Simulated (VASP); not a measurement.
Input of a VASP 6.6.1 run:

The input INCAR:

```
SYSTEM = Ir
PREC = Accurate
ENCUT = 600
EDIFF = 1E-6
ISMEAR = 0
SIGMA = 0.1
LREAL = .False.
LASPH = .True.
NELM = 100
ALGO = Normal
ISIF = 3
LWAVE = .False.
LCHARG = .False.
GGA = PS
IBRION = 2
NSW = 90
EDIFFG = -0.04
```

File KPOINTS:

```
regular mesh
0
Gamma
  6 6 4
  0 0 0
```

POSCAR

```
Ir
1.0
    1.5276580251     -4.8460450948      0.0000000000
    1.5276580251      4.8460450948      0.0000000000
    0.0000000000      0.0000000000      4.0429861934
Ir
4
Direct
    0.0980000000      0.9020000000      0.9100000000
    0.5980000000      0.4020000000      0.5900000000
    0.9020000000      0.0980000000      0.0900000000
    0.4020000000      0.5980000000      0.4100000000
```

Potentials or basis: VASP PAW PBE potentials, release 64 (Ir).

Launch:

```bash
$ cat potpaw_PBE.64/Ir/POTCAR > POTCAR
$ mpirun -np 1 vasp_std > vasp.out
```

**Question.** Estimate the relaxed cell.

**Answer.** a = 5.057 Å, b = 5.057 Å, c = 4.573 Å, α = 90.00°, β = 90.00°, γ = 149.36°.

**Question.** Estimate the relaxed volume.

**Answer.** 14.90 Å³/atom.

**Question.** Predict the space group after relaxing (to 0.05 Å).

**Answer.** Fmmm (No. 69).

Forces on the atoms (eV/Å):
```
Ir   0.000  0.023  0.010
Ir   0.000  0.023 -0.010
Ir   0.000 -0.023 -0.010
Ir   0.000 -0.023  0.010
```

Caveat: the k points lie up to 0.41 Å⁻¹ apart in the final cell; the PAW data sets were made with another functional, which shifts forces and pressure a little.
